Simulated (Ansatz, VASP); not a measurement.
**Two plane-wave programs on Ca3SiS**

```
CELL_PARAMETERS angstrom
5.11428 0.00000 0.00000
0.00000 5.11428 0.00000
0.00000 0.00000 5.11428
ATOMIC_POSITIONS crystal
Ca 0.00000 0.50000 0.50000
Ca 0.50000 0.00000 0.50000
Ca 0.50000 0.50000 0.00000
Si 0.50000 0.50000 0.50000
S 0.00000 0.00000 0.00000
```

Alike in both runs: task relaxation of cell and atoms; functional PBE; k mesh 4 × 4 × 4; occupations gaussian, width 0.1 eV; no spin polarisation.

|  | VASP | Ansatz |
| --- | --- | --- |
| version | VASP 6.6.1 | Ansatz 0.2.0 |
| potentials or method | VASP PAW PBE potentials, release 64 (Ca_sv, Si, S), cutoff 500 eV | scalar-relativistic, plane waves, PAW |
| valence electrons in the cell | 40 | 40 |

Ansatz gave:

* gap on the k mesh at the Fermi level, each at its own relaxed structure (eV): none
* relaxed volume (Å³/atom): 33.37
* relaxed cell length with the largest relative difference (Å): 5.505

**Question.** What did VASP give for the same quantities?

**Answer.** gap on the k mesh at the Fermi level, each at its own relaxed structure (eV): none; relaxed volume (Å³/atom): 33.48; relaxed cell length with the largest relative difference (Å): 5.512.

A gap of «none» marks a metal or a gap that the smearing closes.

Noted on VASP's run: the volume moved by over 15 % at a fixed basis, so the end points are rough.
